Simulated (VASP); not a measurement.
Set up this calculation in VASP 6.6.1, as the native input.

```yaml
Task: single point
Functional: PBEsol
Potentials_or_basis: VASP PAW PBE potentials, release 64 (Au, Cu)
Cutoff: 520 eV
k_mesh: 11 × 11 × 11
Occupations: fermi-dirac, width 0.05 eV
Spin: no spin polarisation
Dipole_correction: no
Further_INCAR_settings: ALGO = Normal; EDIFF = 1e-06; NBANDS = 18
```

The structure of CuAu lies in POSCAR:

```
CuAu
1.0
    1.3740095419      0.7932847789      4.2057361487
   -1.3740095419      0.7932847789      4.2057361487
    0.0000000000     -1.5865695577      4.2057361487
Au Cu
1 1
Direct
    0.0000000000      0.0000000000      0.0000000000
    0.5000000000      0.5000000000      0.5000000000
```

The input as run:

INCAR

```
SYSTEM = CuAu
ALGO     = Normal         ! electronic algorithm
EDIFF    = 1E-6           ! SCF threshold, eV
ENCUT    = 520            ! plane-wave cutoff, eV
GGA      = PS             ! functional
ISIF     = 2              ! what is computed and relaxed
ISMEAR   = -1             ! smearing method
LASPH    = .True.         ! aspherical terms in the spheres
LCHARG   = .False.        ! write CHGCAR
LREAL    = .False.        ! projectors in reciprocal space
LWAVE    = .False.        ! write WAVECAR
NBANDS   = 18             ! bands
NELM     = 80             ! most SCF steps
PREC     = Accurate       ! precision mode
SIGMA    = 0.05           ! smearing width, eV
```

KPOINTS

```
k-points
0
Gamma
  11 11 11
  0 0 0
```

Potentials or basis: VASP PAW PBE potentials, release 64 (Au, Cu).

Command:

```sh
$ cat potpaw_PBE.64/Au/POTCAR potpaw_PBE.64/Cu/POTCAR > POTCAR
$ mpirun -np 1 vasp_std > vasp.out
```

It gave:

| Property | Result |
| --- | --- |
| Pressure | 10.0 GPa |
| Band gap on the k mesh | zero (band 11 reaches 11.71 eV, above the bottom of band 12 at 7.18 eV) |

Caveat: the PAW data sets were made with another functional, which shifts forces and pressure a little; spin-orbit coupling is left out, which moves the levels of the heavy elements.

Wall time 51 s on 1 thread of Intel(R) Xeon(R) 6975P-C (Granite Rapids), with other jobs on the host, peak memory 0.26 GiB.
